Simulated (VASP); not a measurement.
# WS2 (P6_3/mmc) in VASP: notebook, part 2 of 2

VASP 6.6.1. The steps go on from the part before.

## (4) Single point, PBE+D3(BJ) (biaxial strain in the a-b plane: +2.0 %)

Input file INCAR:

```
PREC     = Accurate       # precision mode
ENCUT    = 520            # plane-wave cutoff, eV
EDIFF    = 1E-6           # SCF threshold, eV
ISMEAR   = 0              # smearing method
SIGMA    = 0.02           # smearing width, eV
LREAL    = F              # projectors in reciprocal space
LASPH    = T              # aspherical terms in the spheres
NELM     = 60             # most SCF steps
ALGO     = Normal         # electronic algorithm
ISIF     = 2              # what is computed and relaxed
LWAVE    = F              # write WAVECAR
LCHARG   = F              # write CHGCAR
GGA      = PE             # functional
IVDW     = 12             # dispersion correction
NBANDS   = 35             # bands
```

Input file KPOINTS:

```
regular mesh
0
Gamma
  12 12 4
```

Input file POSCAR:

```
WS2
1.0
    3.2172335747      0.0000000000      0.0000000000
   -1.6086167873      2.7862060056      0.0000000000
    0.0000000000      0.0000000000     12.0020040173
W S
2 4
Direct
    0.3333333333      0.6666666667      0.7500000284
    0.6666666667      0.3333333333      0.2499999716
    0.3333333333      0.6666666667      0.1207989592
    0.6666666667      0.3333333333      0.6207988881
    0.3333333333      0.6666666667      0.3792011119
    0.6666666667      0.3333333333      0.8792010408
```

Potentials or basis: VASP PAW PBE potentials, release 64 (W_sv, S).

Command:

```console
$ cat potpaw_PBE.64/W_sv/POTCAR potpaw_PBE.64/S/POTCAR > POTCAR
$ mpirun -np 1 vasp_std > vasp.out
```

OUTCAR:

```text
PREC = Accurate
   ENCUT = 520
   EDIFF = 1E-6
   ISMEAR = 0
   LREAL = F
   LASPH = T
   NELM = 60
   ISIF = 2
   GGA = PE
   IVDW = 12
 IVDW          = 12

 ion  position               nearest neighbor table
   1  0.333  0.667  0.750-   6 2.42   6 2.42   6 2.42   4 2.42   4 2.42   4 2.42
   2  0.667  0.333  0.250-   3 2.42   3 2.42   3 2.42   5 2.42   5 2.42   5 2.42
   3  0.333  0.667  0.121-   2 2.42   2 2.42   2 2.42
   4  0.667  0.333  0.621-   1 2.42   1 2.42   1 2.42
   5  0.333  0.667  0.379-   2 2.42   2 2.42   2 2.42
   6  0.667  0.333  0.879-   1 2.42   1 2.42   1 2.42

  LATTYP: Found a hexagonal cell.
 ALAT       =     3.2172335747
 C/A-ratio  =     3.7305354860

  Lattice vectors:

 A1 = (   3.2172335747,   0.0000000000,   0.0000000000)
 A2 = (  -1.6086167873,   2.7862060056,   0.0000000000)
 A3 = (   0.0000000000,   0.0000000000,  12.0020040173)

Analysis of symmetry for initial positions (statically):
=====================================================================
 Subroutine PRICEL returns:
 Original cell was already a primitive cell.

 Routine SETGRP: Setting up the symmetry group for a
 hexagonal supercell.

 Subroutine GETGRP returns: Found 24 space group operations
 (whereof 12 operations were pure point group operations)
 out of a pool of 24 trial point group operations.

The static configuration has the point symmetry D_3d.
 The point group associated with its full space group is D_6h.

Analysis of symmetry for dynamics (positions and initial velocities):
=====================================================================
 Subroutine PRICEL returns:
 Original cell was already a primitive cell.

 Routine SETGRP: Setting up the symmetry group for a
 hexagonal supercell.

 Subroutine GETGRP returns: Found 24 space group operations
 (whereof 12 operations were pure point group operations)
 out of a pool of 24 trial point group operations.

The dynamic configuration has the point symmetry D_3d.
 The point group associated with its full space group is D_6h.

 Subroutine INISYM returns: Found 24 space group operations
 (whereof 12 operations are pure point group operations),
 and found     1 'primitive' translations

----------------------------------------------------------------------------------------

                                     Primitive cell

  volume of cell :     107.5845

  direct lattice vectors                    reciprocal lattice vectors
     3.217233575  0.000000000  0.000000000     0.310826049  0.179455503  0.000000000
    -1.608616787  2.786206006  0.000000000     0.000000000  0.358911006  0.000000000
     0.000000000  0.000000000 12.002004017     0.000000000  0.000000000  0.083319419

  length of vectors
     3.217233575  3.217233575 12.002004017     0.358911006  0.358911006  0.083319419

  position of ions in fractional coordinates (direct lattice)
     0.333333333  0.666666667  0.750000028
     0.666666667  0.333333333  0.249999972
     0.333333333  0.666666667  0.120798959
     0.666666667  0.333333333  0.620798888
     0.333333333  0.666666667  0.379201112
     0.666666667  0.333333333  0.879201041

  ion indices of the primitive-cell ions
   primitive index   ion index
                 1           1
                 2           2
                 3           3
                 4           4
                 5           5
                 6           6

[... 33 lines left out ...]
  0.416667  0.000000  0.000000      6.000000
[... 16 lines left out ...]
  0.250000 -0.000000  0.250000     12.000000
  0.333333 -0.000000  0.250000     12.000000
 [... further k-points ...]
   k-points           NKPTS =     57   k-points in BZ     NKDIM =     57   number of bands    NBANDS=     35
   number of dos      NEDOS =    301   number of ions     NIONS =      6
   total plane-waves  NPLWV =  51840
   dimension x,y,z NGX =    24 NGY =   24 NGZ =   90
   dimension x,y,z NGXF=    48 NGYF=   48 NGZF=  180
   ions per type =               2   4
   NGX,Y,Z   is equivalent  to a cutoff of  12.40, 12.40, 12.47 a.u.
   NGXF,Y,Z  is equivalent  to a cutoff of  24.80, 24.80, 24.93 a.u.
 SYSTEM =  unknown system
   PREC   = accura    normal or accurate (medium, high low for compatibility)
   ISTART =      0    job   : 0-new  1-cont  2-samecut
   ICHARG =      2    charge: 1-file 2-atom 10-const
   ISPIN  =      1    spin polarized calculation?
   LNONCOLLINEAR =      F non collinear calculations
   LSORBIT =      F    spin-orbit coupling
   LASPH  =      T    aspherical Exc in radial PAW
   ENCUT  =  520.0 eV  38.22 Ry    6.18 a.u.   5.98  5.98 22.32*2*pi/ulx,y,z
   NELM   =     60;   NELMIN=  2; NELMDL= -5     # of ELM steps
   EDIFF  = 0.1E-05   stopping-criterion for ELM
   LREAL  =      F    real-space projection
   EDIFFG = 0.1E-04   stopping-criterion for IOM
   NSW    =      0    number of steps for IOM
   IBRION =     -1    ionic relax: 0-MD 1-quasi-New 2-CG
   NFREE  =      0    steps in history (QN), initial steepest desc. (CG)
   ISIF   =      2    stress and relaxation
   ISYM   =      2    0-nonsym 1-usesym 2-fastsym
   POTIM  = 0.5000    time-step for ionic-motion
   TEBEG  =    0.0;   TEEND  =   0.0 temperature during run
   PSTRESS=    0.0 pullay stress
   NELECT =      52.0000    total number of electrons
   NUPDOWN=      -1.0000    fix difference up-down
   EMIN   =  10.00;   EMAX   =-10.00  energy-range for DOS
   EFERMI =   0.00;   METHOD = LEGACY
   ISMEAR =     0;   SIGMA  =   0.02  broadening in eV -4-tet -1-fermi 0-gaus
   EFERMI_NEDOS =   21; number of points for ismear=-14 and -15
   IALGO  =     38    algorithm
   IMIX   =      4    mixing-type and parameters
     AMIX     =   0.40;   BMIX     =  1.00
     AMIX_MAG =   1.60;   BMIX_MAG =  1.00
  volume/ion in A,a.u.               =      17.93       121.00
  Fermi-wavevector in a.u.,A,eV,Ry     =   1.284772  2.427867 22.458310  1.650639
  Thomas-Fermi vector in A             =   2.416946
   LORBIT       =      0    0 simple, 1 ext, 2 COOP (PROOUT), +10 PAW based schemes
   GGA     = PE    functional components
   LHFCALC =     F    Hartree Fock is set to
   AEXX    =    0.0000 exact exchange contribution
   IVDW    =    12    specifies the selected vdW correction
   LEPSILON=     F    determine dielectric tensor
   LRPA    =     F    only Hartree local field effects (RPA)
 non-spin polarized calculation
 Gauss-broadening in eV      SIGMA  =   0.02
  energy-cutoff  :      520.00
  volume of cell :      107.58
 maximum number of plane-waves:      2940
 NGX is ok and might be reduce to    24
   NGX = 11   NGY = 11   NGZ = 45

 number of electron      52.0000007 magnetization

 Free energy of the ion-electron system (eV)
  ---------------------------------------------------
  ext. energy  EPLUGINS =         0.00000000
  ---------------------------------------------------
  free energy    TOTEN  =       -47.18763640 eV

  energy without entropy =      -47.18763640  energy(sigma->0) =      -47.18763640

 E-fermi :   7.8136     XC(G=0): -10.9344

 val. band max:        7.5519303337   @ k =   0.0000   0.0000   0.0000
 cond. band min:       8.3767128417   @ k =   0.3333   0.3333   0.0000
 fundamental gap:      0.8247825081
 Fermi energy:         7.8135926686

 k-point     1 :       0.0000    0.0000    0.0000
  band No.  band energies     occupation
      1     -67.3270      2.00000
      2     -67.3270      2.00000
      3     -31.5385      2.00000
      4     -31.5384      2.00000
      5     -31.4294      2.00000
      6     -31.4294      2.00000
[... 901 lines left out ...]
     34      11.2786      0.00000
     35      13.0131      0.00000

 [... further k-points ...]

------------------------ aborting loop because EDIFF is reached ----------------------------------------

 Edisp (eV)   -2.53630

 E8    (eV) :    -1.0658

  FORCE on cell =-STRESS in cart. coord.  units (eV):
  Direction    XX          YY          ZZ          XY          YZ          ZX
  --------------------------------------------------------------------------------------
  -------------------------------------------------------------------------------------
  Total      -3.73890    -3.73890     0.33489    -0.00000     0.00000     0.00000
  in kB     -55.68077   -55.68077     4.98722    -0.00000     0.00000     0.00000
  external pressure =      -35.46 kB  Pullay stress =        0.00 kB

 VOLUME and BASIS-vectors are now :
 -----------------------------------------------------------------------------
  energy-cutoff  :      520.00
  volume of cell :      107.58
      direct lattice vectors                 reciprocal lattice vectors
     3.217233575  0.000000000  0.000000000     0.310826049  0.179455503  0.000000000
    -1.608616787  2.786206006  0.000000000     0.000000000  0.358911006  0.000000000
     0.000000000  0.000000000 12.002004017     0.000000000  0.000000000  0.083319419

 POSITION                                       TOTAL-FORCE (eV/Angst)
 -----------------------------------------------------------------------------------
     -0.00000      1.85747      9.00150         0.000000     -0.000000      0.000000
      1.60862      0.92874      3.00050        -0.000000     -0.000000     -0.000000
     -0.00000      1.85747      1.44983         0.000000      0.000000     -0.024830
      1.60862      0.92874      7.45083        -0.000000     -0.000000     -0.024830
     -0.00000      1.85747      4.55117         0.000000      0.000000      0.024830
      1.60862      0.92874     10.55217        -0.000000     -0.000000      0.024830
 -----------------------------------------------------------------------------------
    total drift:                               -0.000000      0.000415      0.000521

  FREE ENERGIE OF THE ION-ELECTRON SYSTEM (eV)
  ---------------------------------------------------
  free  energy   TOTEN  =       -49.7239356108 eV

  energy  without entropy=      -49.7239356108  energy(sigma->0) =      -49.72393561
```

It took 3.9 min on 1 thread of Intel Xeon Platinum 8488C (Sapphire Rapids), shared host; peak memory 0.33 GiB.

Results:

```yaml
Free_energy: -49.7239 eV
Pressure: -3.5 GPa
Largest_force: 0.025 eV/Å
Band_gap_on_the_k_mesh: 0.82 eV, indirect (least direct gap 1.57 eV)
Dispersion_energy_per_atom: -0.423 eV
```

Forces in eV/Å, atoms in the order of the input:
```
W    0.000  0.000  0.000
W    0.000  0.000  0.000
S    0.000  0.000 -0.025
S    0.000  0.000 -0.025
S    0.000  0.000  0.025
S    0.000  0.000  0.025
```

Caveat: the cell differs from its parent crystal (biaxial strain in the a-b plane: +2.0 %); spin-orbit coupling is left out, which moves the levels of the heavy elements. A k mesh can miss the band edges.
